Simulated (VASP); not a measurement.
S, 1 atom in the cell. It takes space group Pm-3m (No. 221, cubic). Conventional cell: a = 2.288 Å, b = 2.288 Å, c = 2.288 Å, α = 90.00°, β = 90.00°, γ = 90.00°. Within 3.0 Å of S (site symmetry m-3m) lie 6 S at 2.29 Å. This isn't the form of S at room conditions, which is orthorhombic, of S8 rings.

```yaml
Program: VASP 6.6.1
Task: single point
Functional: PBE
Potentials_or_basis: VASP PAW PBE potentials, release 64 (S)
Cutoff: 520 eV
k_mesh: 16 × 16 × 16
Occupations: fermi-dirac, width 0.08 eV
Spin: no spin polarisation
Dipole_correction: no
Further_INCAR_settings: ALGO = Normal; EDIFF = 1e-06; NBANDS = 9
```

Potentials or basis: VASP PAW PBE potentials, release 64 (S).

Launch:

```sh
$ cat potpaw_PBE.64/S/POTCAR > POTCAR
$ mpirun -np 1 vasp_std > vasp.out
```

Hardware: 1 thread of Intel(R) Xeon(R) 6975P-C (Granite Rapids), on a shared host.

Problem. How long does it take, and how much memory?

Solution. Run time: 5.2 s on 1 thread of Intel(R) Xeon(R) 6975P-C (Granite Rapids), on a shared host, peak memory 0.12 GiB. Counts: scf iterations 11, k points 165.
